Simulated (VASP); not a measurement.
# MnO (Fm-3m) in VASP: further runs

MnO is run at these levels: r2SCAN+U; tasks: single point.

Program: VASP 6.6.1. These are calculated values, not measurements. Logs are shortened: lines on timing, memory, paths and dates and some standing lists are left out, and cuts for length are marked.

### 1 The cell of the first run

Symmetry: Fm-3m, No. 225, cubic system. Conventional cell: a = 4.444 Å, b = 4.444 Å, c = 4.444 Å, α = 90.00°, β = 90.00°, γ = 90.00°. Mn (site symmetry m-3m) has 6 O at 2.22 Å within 2.9 Å. Within 2.9 Å of O (site symmetry m-3m) lie 6 Mn at 2.22 Å.

### 2 Single point, r2SCAN+U, collinear spin, ferromagnetic start

The input, POSCAR:

```
MnO
1.0
    0.0000000000      2.2220003300      2.2220003300
    2.2220003300      0.0000000000      2.2220003300
    4.4440006600      4.4440006600      0.0000000000
Mn O
2 2
Direct
    0.0000000000      0.0000000000      0.0000000000
    0.0000000000      0.0000000000      0.5000000000
    0.5000000000      0.5000000000      0.2500000000
    0.5000000000      0.5000000000      0.7500000000
```

The input, INCAR.step1:

```
SYSTEM = MnO
  PREC = Accurate
  ENCUT = 660
  ISMEAR = 0
  SIGMA = 0.05
  LREAL = .False.
  LASPH = .True.
  NELM = 200
  ISPIN = 2
  MAGMOM = 5 5 0 0
  LMAXMIX = 4
  LDAU = .True.
  LDAUTYPE = 2
  LDAUL = 2 -1
  LDAUU = 1 0
  LDAUJ = 0 0
  NBANDS = 31
  GGA = PE
  ALGO = Normal
  EDIFF = 1E-5
  LWAVE = .True.
  LCHARG = .False.
  GGA_COMPAT = .False.
```

The input, INCAR.step2:

```
SYSTEM = MnO
  PREC = Accurate
  ENCUT = 660
  EDIFF = 1E-6
  ISMEAR = 0
  SIGMA = 0.05
  LREAL = .False.
  LASPH = .True.
  NELM = 200
  ALGO = Normal
  ISIF = 2
  LWAVE = .False.
  LCHARG = .True.
  ISPIN = 2
  MAGMOM = 5 5 0 0
  LORBIT = 11
  LMAXMIX = 4
  LDAU = .True.
  LDAUTYPE = 2
  LDAUL = 2 -1
  LDAUU = 1 0
  LDAUJ = 0 0
  LDAUPRINT = 1
  METAGGA = R2SCAN
  LMIXTAU = .True.
  LELF = .True.
  LVHAR = .True.
  NBANDS = 31
  ISTART = 1
  GGA_COMPAT = .False.
```

The input, KPOINTS:

```
Automatic mesh
0
Gamma
  7 7 7
  0 0 0
```

Potentials or basis: VASP PAW PBE potentials, release 64 (Mn_pv, O).

Run with:

```bash
> cat potpaw_PBE.64/Mn_pv/POTCAR potpaw_PBE.64/O/POTCAR > POTCAR
> cp INCAR.step1 INCAR
> mpirun -np 1 vasp_std > vasp.out
> cp INCAR.step2 INCAR
> mpirun -np 1 vasp_std > vasp.out
```

OUTCAR:

```text
SYSTEM = MnO
   PREC = Accurate
   ENCUT = 660
   EDIFF = 1E-6
   ISMEAR = 0
   LREAL = .False.
   LASPH = .True.
   NELM = 200
   ISIF = 2
   ISPIN = 2
   LORBIT = 11
   METAGGA = R2SCAN
   ISTART = 1

 ion  position               nearest neighbor table
   1  0.000  0.000  0.000-   4 2.22   3 2.22   4 2.22   3 2.22   4 2.22   3 2.22   2 3.14   2 3.14
                             2 3.14   2 3.14   2 3.14   2 3.14
   2  0.000  0.000  0.500-   3 2.22   3 2.22   4 2.22   3 2.22   4 2.22   4 2.22   1 3.14   1 3.14
                             1 3.14   1 3.14   1 3.14   1 3.14
   3  0.500  0.500  0.250-   1 2.22   1 2.22   2 2.22   1 2.22   2 2.22   2 2.22
   4  0.500  0.500  0.750-   2 2.22   1 2.22   2 2.22   1 2.22   2 2.22   1 2.22

  LATTYP: Found a trigonal (rhomboedric) cell.
 ALAT       =     5.4427670168
 COS(alpha) =     0.8333333333

  Lattice vectors:

 A1 = (   4.4440006600,   2.2220003300,  -2.2220003300)
 A2 = (   2.2220003300,   2.2220003300,  -4.4440006600)
 A3 = (   2.2220003300,   4.4440006600,  -2.2220003300)

Analysis of symmetry for initial positions (statically):
=====================================================================
 Subroutine PRICEL returns following result:

  LATTYP: Found a face centered cubic cell.
 ALAT       =     4.4440006600
[... 12 lines left out ...]
 Subroutine GETGRP returns: Found 12 space group operations
 (whereof 12 operations were pure point group operations)
 out of a pool of 12 trial point group operations.

The static configuration has the point symmetry D_3d.

Analysis of symmetry for dynamics (positions and initial velocities):
=====================================================================
 Subroutine PRICEL returns following result:

  LATTYP: Found a face centered cubic cell.
 ALAT       =     4.4440006600
[... 12 lines left out ...]
 Subroutine GETGRP returns: Found 12 space group operations
 (whereof 12 operations were pure point group operations)
 out of a pool of 12 trial point group operations.

The dynamic configuration has the point symmetry D_3d.

Analysis of structural, dynamic, and magnetic symmetry:
=====================================================================
 Subroutine PRICEL returns following result:

  LATTYP: Found a face centered cubic cell.
 ALAT       =     4.4440006600
[... 12 lines left out ...]
 Subroutine GETGRP returns: Found 12 space group operations
 (whereof 12 operations were pure point group operations)
[... 206 lines left out ...]
  o =  0.9370  v =  0.1424  0.7675 -0.0000 -0.6250  0.0000  0.0000  0.0000  0.0000  0.0000  0.0000      0.0000  0.0000  0.0000  0.0000  0.0000  0.0000  0.0000  0.0000  0.0000  0.0000
  o =  0.9370  v = -0.8040 -0.2786  0.0000 -0.5254  0.0000  0.0000  0.0000  0.0000  0.0000  0.0000      0.0000  0.0000  0.0000  0.0000  0.0000  0.0000  0.0000  0.0000  0.0000  0.0000
  o =  0.9370  v =  0.5774 -0.5774 -0.0000 -0.5774  0.0000  0.0000  0.0000  0.0000  0.0000  0.0000      0.0000  0.0000  0.0000  0.0000  0.0000  0.0000  0.0000  0.0000  0.0000  0.0000
  o =  0.9732  v = -0.0000 -0.0000 -1.0000 -0.0000  0.0000  0.0000  0.0000  0.0000  0.0000  0.0000      0.0000  0.0000  0.0000  0.0000  0.0000  0.0000  0.0000  0.0000  0.0000  0.0000
  o =  0.9732  v =  0.0000 -0.0000  0.0000  0.0000  1.0000  0.0000  0.0000  0.0000  0.0000  0.0000      0.0000  0.0000  0.0000  0.0000  0.0000  0.0000  0.0000  0.0000  0.0000  0.0000

 number of electron      37.9999994 magnetization      10.0000011

 Free energy of the ion-electron system (eV)
  ---------------------------------------------------
  ext. energy  EPLUGINS =         0.00000000
  ---------------------------------------------------
  free energy    TOTEN  =       -48.53042456 eV

  energy without entropy =      -48.53041871  energy(sigma->0) =      -48.53042164

 E-fermi :   7.1901     XC(G=0): -12.5328

 val. band max:        7.0926507567   @ k =   0.0000   0.0000   0.0000
 cond. band min:       7.2729016541   @ k =   0.0000   0.0000   0.0000
 fundamental gap:      0.1802508974
 Fermi energy:         7.1901074880

 spin component 1

 k-point     1 :       0.0000    0.0000    0.0000
  band No.  band energies     occupation
      1     -45.2945      1.00000
      2     -45.2417      1.00000
      3     -45.2417      1.00000
      4     -45.2341      1.00000
      5     -45.2340      1.00000
      6     -45.2340      1.00000
[... 1625 lines left out ...]
     30      21.3418      0.00000
     31      22.5568      0.00000

 [... further k-points ...]

------------------------ aborting loop because EDIFF is reached ----------------------------------------

  FORCE on cell =-STRESS in cart. coord.  units (eV):
  Direction    XX          YY          ZZ          XY          YZ          ZX
  --------------------------------------------------------------------------------------
  -------------------------------------------------------------------------------------
  Total        0.3511061      0.3511061      0.3511061      0.0074850     -0.0074850     -0.0074850
  in kB       12.8190711     12.8190711     12.8190711      0.2732824     -0.2732824     -0.2732824
  external PRESSURE =      12.8190711 kB  Pullay stress =       0.0000000 kB

 VOLUME and BASIS-vectors are now :
 -----------------------------------------------------------------------------
  energy-cutoff  :      660.00
  volume of cell :       43.88
      direct lattice vectors                 reciprocal lattice vectors
     0.000000000  2.222000330  2.222000330    -0.225022469  0.225022469  0.225022469
     2.222000330  0.000000000  2.222000330     0.225022469 -0.225022469  0.225022469
     4.444000660  4.444000660  0.000000000     0.112511234  0.112511234 -0.112511234

 POSITION                                       TOTAL-FORCE (eV/Angst)
 -----------------------------------------------------------------------------------
      0.00000      0.00000      0.00000        -0.000000      0.000000      0.000000
      2.22200      2.22200      0.00000        -0.000000     -0.000000      0.000000
      2.22200      2.22200      2.22200        -0.000000     -0.000000     -0.000000
      4.44400      4.44400      2.22200         0.000000      0.000000      0.000000
 -----------------------------------------------------------------------------------
    total drift:                                0.000000      0.000000      0.000000

  FREE ENERGIE OF THE ION-ELECTRON SYSTEM (eV)
  ---------------------------------------------------
  free  energy   TOTEN  =       -48.5304245625 eV

  energy  without entropy=      -48.5304187100  energy(sigma->0) =      -48.53042164

 total charge

# of ion       s       p       d       tot
------------------------------------------
    1        0.208   6.173   4.961  11.342
    2        0.208   6.173   4.961  11.342
    3        1.554   3.481   0.000   5.035
    4        1.554   3.481   0.000   5.035
--------------------------------------------------
tot          3.524  19.308   9.922  32.754

 magnetization (x)

# of ion       s       p       d       tot
------------------------------------------
    1        0.028   0.022   4.526   4.576
    2        0.028   0.022   4.526   4.576
    3        0.030   0.181   0.000   0.211
    4        0.030   0.181   0.000   0.211
--------------------------------------------------
tot          0.116   0.407   9.052   9.575
```

OSZICAR.step1:

```text
N       E                     dE             d eps       ncg     rms          rms(c)
DAV:   1     0.490027343992E+03    0.49003E+03   -0.24231E+04  5488   0.180E+03
DAV:   2     0.296751552359E+01   -0.48706E+03   -0.45188E+03  5617   0.492E+02
DAV:   3    -0.357083234294E+02   -0.38676E+02   -0.37786E+02  6079   0.144E+02
DAV:   4    -0.363433131516E+02   -0.63499E+00   -0.63438E+00  5806   0.192E+01
DAV:   5    -0.363499015406E+02   -0.65884E-02   -0.65882E-02  6310   0.206E+00    0.201E+01
DAV:   6    -0.320921360474E+02    0.42578E+01   -0.18828E+01  6826   0.400E+01    0.170E+01
DAV:   7    -0.322447118828E+02   -0.15258E+00   -0.20630E+00  5539   0.156E+01    0.112E+01
DAV:   8    -0.322234669142E+02    0.21245E-01   -0.33503E-01  5806   0.388E+00    0.645E+00
DAV:   9    -0.322281394294E+02   -0.46725E-02   -0.38850E-02  5562   0.215E+00    0.132E+00
DAV:  10    -0.322294837011E+02   -0.13443E-02   -0.92767E-03  5771   0.626E-01    0.200E-01
DAV:  11    -0.322295706712E+02   -0.86970E-04   -0.26944E-04  5947   0.137E-01    0.917E-02
DAV:  12    -0.322296420276E+02   -0.71356E-04   -0.38789E-05  5235   0.432E-02    0.447E-02
DAV:  13    -0.322296683231E+02   -0.26295E-04   -0.15632E-05  4670   0.301E-02    0.173E-02
DAV:  14    -0.322296693984E+02   -0.10753E-05   -0.29112E-06  3092   0.134E-02
   1 F= -.32229669E+02 E0= -.32228941E+02  d E =-.145703E-02  mag=     9.9104
```

It took 19 min on 1 thread of Intel Xeon 8259CL, shared host; peak memory 0.32 GiB.

Results:

- Free energy: -48.5304 eV
- Pressure: 1.3 GPa
- Band gap on the k mesh: 0.18 eV
- Net moment: 10.00 μB per cell
- Site moments: Mn +4.58; O +0.21 μB
- Valence electrons inside the program's atomic spheres: Mn 11.34; O 5.04

Levels at points of the mesh, in eV from the valence-band top:
Spin up:
| k point | band 21 | band 22 | band 23 | band 24 | band 25 | band 26 | band 27 | band 28 |
| --- | --- | --- | --- | --- | --- | --- | --- | --- |
| (0.00, 0.00, 0.00) | -2.88 | -2.28 | 0.00 | 0.00 | 0.18 | 4.32 | 8.67 | 12.88 |
Spin down:
| k point | band 11 | band 12 | band 13 | band 14 | band 15 | band 16 | band 17 | band 18 |
| --- | --- | --- | --- | --- | --- | --- | --- | --- |
| (0.00, 0.00, 0.00) | -4.38 | -3.00 | -3.00 | -3.00 | 1.93 | 2.58 | 2.58 | 2.58 |

Eigenvalues of the final occupation matrices:
```csv
site,spin,trace,eigenvalues
site 1 d,1,4.76,0.94 0.94 0.94 0.97 0.97
site 1 d,2,0.22,0.02 0.02 0.02 0.08 0.08
site 2 d,1,4.76,0.94 0.94 0.94 0.97 0.97
site 2 d,2,0.22,0.02 0.02 0.02 0.08 0.08
```

Caveat: the PAW data sets were made with another functional, which shifts forces and pressure a little; an odd mesh through Γ misses points on the zone boundary, where band edges can lie; only a ferromagnetic start was run, and an antiferromagnetic order may lie lower in energy.

### 3 Single point, r2SCAN+U, collinear spin, ferromagnetic start

POSCAR is that of step 2.

The input, INCAR.step1:

```
PREC     = Accurate       # precision mode
ENCUT    = 660            # plane-wave cutoff, eV
ISMEAR   = 0              # smearing method
SIGMA    = 0.05           # smearing width, eV
LREAL    = F              # projectors in reciprocal space
LASPH    = T              # aspherical terms in the spheres
NELM     = 200            # most SCF steps
ISPIN    = 2              # spin polarisation
MAGMOM   = 4.71 4.71 0.26 0.26 # initial moments
LMAXMIX  = 4              # l up to which the mixer works
LDAU     = T              # DFT+U
LDAUTYPE = 2            
LDAUL    = 2 -1           # shell
LDAUU    = 1 0            # U, eV
LDAUJ    = 0 0          
NBANDS   = 31             # bands
GGA      = PE             # functional
ALGO     = Normal         # electronic algorithm
EDIFF    = 1E-5           # SCF threshold, eV
LWAVE    = T              # write WAVECAR
LCHARG   = F              # write CHGCAR
GGA_COMPAT= F
```

The input, INCAR.step2:

```
PREC     = Accurate       # precision mode
ENCUT    = 660            # plane-wave cutoff, eV
EDIFF    = 1E-6           # SCF threshold, eV
ISMEAR   = 0              # smearing method
SIGMA    = 0.05           # smearing width, eV
LREAL    = F              # projectors in reciprocal space
LASPH    = T              # aspherical terms in the spheres
NELM     = 200            # most SCF steps
ALGO     = Normal         # electronic algorithm
ISIF     = 2              # what is computed and relaxed
LWAVE    = F              # write WAVECAR
LCHARG   = F              # write CHGCAR
ISPIN    = 2              # spin polarisation
MAGMOM   = 4.71 4.71 0.26 0.26 # initial moments
LORBIT   = 11             # projections on sites
LMAXMIX  = 4              # l up to which the mixer works
LDAU     = T              # DFT+U
LDAUTYPE = 2            
LDAUL    = 2 -1           # shell
LDAUU    = 1 0            # U, eV
LDAUJ    = 0 0          
LDAUPRINT= 1            
METAGGA  = R2SCAN         # meta-GGA
LMIXTAU  = T            
NBANDS   = 31             # bands
ISTART   = 1            
GGA_COMPAT= F
```

The input, KPOINTS:

```
regular mesh
0
Gamma
  7 7 7
```

Potentials or basis: VASP PAW PBE potentials, release 64 (Mn_pv, O).

Run with:

```bash
> cat potpaw_PBE.64/Mn_pv/POTCAR potpaw_PBE.64/O/POTCAR > POTCAR
> cp INCAR.step1 INCAR
> mpirun -np 1 vasp_std > vasp.out
> cp INCAR.step2 INCAR
> mpirun -np 1 vasp_std > vasp.out
```

Wall time 18 min (1 thread of Intel Xeon 8259CL, shared host); peak memory 0.32 GiB.

Results (log left out):

```
Free energy                                           : -48.5304 eV
Pressure                                              : 1.3 GPa
Band gap on the k mesh                                : 0.18 eV
Net moment                                            : 10.00 μB per cell
Site moments                                          : Mn +4.58; O +0.21 μB
Valence electrons inside the program's atomic spheres : Mn 11.34; O 5.04
```

Levels at points of the mesh, in eV from the valence-band top:
Spin up:
| k point | band 22 | band 23 | band 24 | band 25 | band 26 | band 27 |
| --- | --- | --- | --- | --- | --- | --- |
| (0.00, 0.00, 0.00) | -2.28 | 0.00 | 0.00 | 0.18 | 4.32 | 8.67 |
Spin down:
| k point | band 11 | band 12 | band 13 | band 14 | band 15 | band 16 | band 17 | band 18 |
| --- | --- | --- | --- | --- | --- | --- | --- | --- |
| (0.00, 0.00, 0.00) | -4.38 | -3.00 | -3.00 | -3.00 | 1.93 | 2.58 | 2.58 | 2.58 |

Eigenvalues of the final occupation matrices:
```csv
site,spin,trace,eigenvalues
site 1 d,1,4.76,0.94 0.94 0.94 0.97 0.97
site 1 d,2,0.22,0.02 0.02 0.02 0.08 0.08
site 2 d,1,4.76,0.94 0.94 0.94 0.97 0.97
site 2 d,2,0.22,0.02 0.02 0.02 0.08 0.08
```

Caveat: the PAW data sets were made with another functional, which shifts forces and pressure a little; an odd mesh through Γ misses points on the zone boundary, where band edges can lie; only a ferromagnetic start was run, and an antiferromagnetic order may lie lower in energy.

(Part 1 of 2 ends here.)
